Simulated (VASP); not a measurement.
Wanted: the native input for a VASP 6.6.1 run.

* Task: single point
* Functional: PBE
* Potentials or basis: VASP PAW PBE potentials, release 64 (K_sv, H)
* Cutoff: 520 eV
* k mesh: 6 × 6 × 6
* Occupations: gaussian, width 0.1 eV
* Spin: no spin polarisation
* Dipole correction: no
* Further INCAR settings: ALGO = Normal; EDIFF = 1e-06; NBANDS = 28

The structure of K3H8 lies in POSCAR:

```
K3H8
1.0
    4.2837181810      2.4732058449      4.4813022571
   -4.2837181810      2.4732058449      4.4813022571
    0.0000000000     -4.9464116899      4.4813022571
K H
3 8
Direct
    0.5000000000      0.0000000000      0.5000000000
    0.0000000000      0.5000000000      0.5000000000
    0.5000000000      0.5000000000      0.0000000000
    0.4407835315      0.0039981490      0.0039981490
    0.0039981490      0.0039981490      0.4407835315
    0.0039981490      0.4407835315      0.0039981490
    0.3541856497      0.3541856497      0.3541856497
    0.6458143503      0.6458143503      0.6458143503
    0.9960018510      0.5592164685      0.9960018510
    0.9960018510      0.9960018510      0.5592164685
    0.5592164685      0.9960018510      0.9960018510
```

The cell was generated, and may not be a known phase.

One way to write it, as run:

INCAR

```
  PREC = Accurate
  ENCUT = 520
  EDIFF = 1E-6
  ISMEAR = 0
  SIGMA = 0.1
  LREAL = F
  LASPH = T
  NELM = 60
  ALGO = Normal
  ISIF = 2
  LWAVE = F
  LCHARG = T
  GGA = PE
  LELF = T
  LVHAR = T
  NBANDS = 28
```

KPOINTS

```
regular mesh
0
Gamma
  6 6 6
```

Potentials or basis: VASP PAW PBE potentials, release 64 (K_sv, H).

The run is started by

```bash
$ cat potpaw_PBE.64/K_sv/POTCAR potpaw_PBE.64/H/POTCAR > POTCAR
$ mpirun -np 1 vasp_std > vasp.out
```

It gave:

The pressure is 0.0 GPa. The largest force is 0.007 eV/Å and the band gap on the k mesh is zero (an odd number of electrons rules out a gap without spin polarisation).

Run time: 2.5 min on 1 thread of Intel(R) Xeon(R) 6975P-C (Granite Rapids), on a shared host, peak memory 0.45 GiB.
